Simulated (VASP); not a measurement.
Wanted: the native input for a VASP 6.6.1 run.

- Task: single point
- Functional: PBEsol
- Potentials or basis: VASP PAW PBE potentials, release 64 (Ni, Al)
- Cutoff: 520 eV
- k mesh: 10 × 10 × 9
- Occupations: fermi-dirac, width 0.05 eV
- Spin: collinear spin, ferromagnetic start
- Starting moments: [1.0, 0.0] μB
- Dipole correction: no
- Further INCAR settings: ALGO = Normal; EDIFF = 1e-06; NBANDS = 18

The structure of AlNi lies in POSCAR:

```
AlNi
1.0
    2.0227910381     -2.0227938856      0.0000000000
    2.0227910381      2.0227938856      0.0000000000
    0.0000000000      0.0000000000      2.8646419884
Ni Al
1 1
Direct
    0.5000000000      0.5000000000      0.5000000000
    0.0000000000      0.0000000000      0.0000000000
```

One way to write it, as run:

INCAR

```
SYSTEM = AlNi
ALGO = Normal
EDIFF = 1E-6
ENCUT = 520
GGA = PS
ISIF = 2
ISMEAR = -1
ISPIN = 2
LASPH = .True.
LCHARG = .False.
LMAXMIX = 4
LORBIT = 11
LREAL = .False.
LWAVE = .False.
MAGMOM = 1 0
NBANDS = 18
NELM = 150
PREC = Accurate
SIGMA = 0.05
```

KPOINTS

```
k-points
0
Gamma
  10 10 9
  0 0 0
```

Potentials or basis: VASP PAW PBE potentials, release 64 (Ni, Al).

Launch:

```console
$ cat potpaw_PBE.64/Ni/POTCAR potpaw_PBE.64/Al/POTCAR > POTCAR
$ mpirun -np 1 vasp_std > vasp.out
```

Results of the run:

```
Pressure                                              : 0.1 GPa
Net moment                                            : 0.00 μB per cell
Valence electrons inside the program's atomic spheres : Ni 9.51; Al 0.81
```

Caveat: the PAW data sets were made with another functional, which shifts forces and pressure a little.

Wall time 33 s on 1 thread of Intel(R) Xeon(R) 6975P-C (Granite Rapids), with other jobs on the host, peak memory 0.19 GiB.
